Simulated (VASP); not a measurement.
The system is Nb.

```xyz
1
Lattice="0.0000 2.1150 2.1150 2.1150 0.0000 2.1150 2.1150 2.1150 0.0000" Properties=species:S:1:pos:R:3 pbc="T T T"
Nb    0.0000    0.0000    0.0000
```

This isn't the form of Nb at room conditions, which is bcc.

```yaml
Program: VASP 6.6.1
Task: relaxation of cell and atoms
Functional: LDA
Potentials_or_basis: VASP PAW LDA potentials, release 64 (Nb_sv)
Cutoff: 600 eV
k_mesh: 18 × 18 × 18
Occupations: methfessel-paxton, width 0.05 eV
Spin: no spin polarisation
```

At the start: pressure -10.7 GPa; volume 18.92 Å³/atom.

Q: Where does the relaxation end?

A: Over 4 steps the energy falls by 41.8 meV/atom and the volume is 17.72 Å³/atom (-6.3 %); space group Fm-3m (No. 225, to 0.1 Å) before and after.

The path:
```tsv
step	energy change (eV)	largest force (eV/Å)	pressure (GPa)	volume (Å³)
1	0.0000	0.0000	-10.69	18.92
2	0.1221	0.0000	28.23	15.67
3	-0.0418	0.0000	-0.51	17.77
4	-0.0418	0.0000	-0.06	17.72
```

Final structure:
```
CELL_PARAMETERS angstrom
0.00000 2.06941 2.06941
2.06941 0.00000 2.06941
2.06941 2.06941 0.00000
ATOMIC_POSITIONS crystal
Nb 0.00000 0.00000 0.00000
```
